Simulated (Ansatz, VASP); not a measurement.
# Two plane-wave programs on Si16B

```xyz
17
Lattice="0.0000 5.4300 5.4300 5.4300 0.0000 5.4300 5.4300 5.4300 0.0000" Properties=species:S:1:pos:R:3 pbc="T T T"
Si    0.0160    0.0021   -0.0002
Si    1.3470    1.3575    1.3622
Si    2.7086    2.6822    0.0072
Si    4.0346    4.0979    1.3319
Si    2.7131    0.0047    2.6893
Si    4.0573    1.3528    4.0803
Si    5.4700    2.7297    2.6936
Si    6.8280    4.1100    4.1152
Si   -0.0212    2.7114    2.7253
Si    1.3511    4.0732    4.0753
Si    2.7097    5.4251    2.7457
Si    4.0583    6.7730    4.0872
Si    2.7136    2.7434    5.4272
Si    4.0655    4.0786    6.7832
Si    5.4042    5.4280    5.4332
Si    6.8320    6.7438    6.7459
B     8.2593    5.4454    5.3732
```

Alike in both runs: functional PBE; dispersion D3(BJ); k mesh 2 × 2 × 2; occupations fermi-dirac, width 0.02 eV; collinear spin.

Ansatz relaxed the structure, and its values are those at the end. VASP's run is a single point on that final structure, the one shown.

```csv
,VASP,Ansatz
version,VASP 6.6.1,Ansatz 0.2.0
potentials or method,"VASP PAW PBE potentials, release 64 (Si, B), cutoff 520 eV","scalar-relativistic, plane waves, PAW"
valence electrons in the cell,67,67
```

|  | VASP | Ansatz | Ansatz less VASP |
| --- | --- | --- | --- |
| rms of the force components (eV/Å) | 0.010 | 0.010 | -0.0005 |
| net moment per atom (μB) | 0.00 | 0.00 | 0.000 |

Ansatz's warnings: filled band counts differ across k points, seeded moment not kept.

The k mesh is coarse, so the values compare programs but aren't converged.
